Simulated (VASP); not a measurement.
A run of VASP 6.6.1 is set up as follows.

The input INCAR:

```
PREC = Accurate ; ENCUT = 520
EDIFF = 1E-7 ; ISMEAR = 0
SIGMA = 0.1 ; LREAL = False
LASPH = True ; NELM = 100
ALGO = Fast ; ISIF = 2
LWAVE = False ; LCHARG = False
GGA = PS ; NBANDS = 21
```

KPOINTS

```
regular mesh
0
Gamma
  14 14 14
```

File POSCAR:

```
Mo
1.0
    3.0980465679      0.0000000000      0.0000000000
    0.0000000000      3.0980465679      0.0000000000
    0.0000000000      0.0000000000      3.2545135663
Mo
2
Direct
    0.0000000000      0.0000000000      0.0000000000
    0.5000000000      0.5000000000      0.5000000000
```

Potentials or basis: VASP PAW PBE potentials, release 64 (Mo_sv).

Launch:

```bash
$ cat potpaw_PBE.64/Mo_sv/POTCAR > POTCAR
$ mpirun -np 1 vasp_std > vasp.out
```

Predict the band gap on the k mesh.

zero (band 14 reaches 14.36 eV, above the bottom of band 15 at 11.77 eV).

Predict the pressure.

-4.1 GPa.

Stress tensor (GPa, compression positive):
```
  0.50   0.00   0.00
  0.00   0.50   0.00
  0.00   0.00 -13.41
```

Caveat: the cell differs from its parent crystal (uniaxial strain along c: +4.0 %, then relaxed in part); the PAW data sets were made with another functional, which shifts forces and pressure a little.
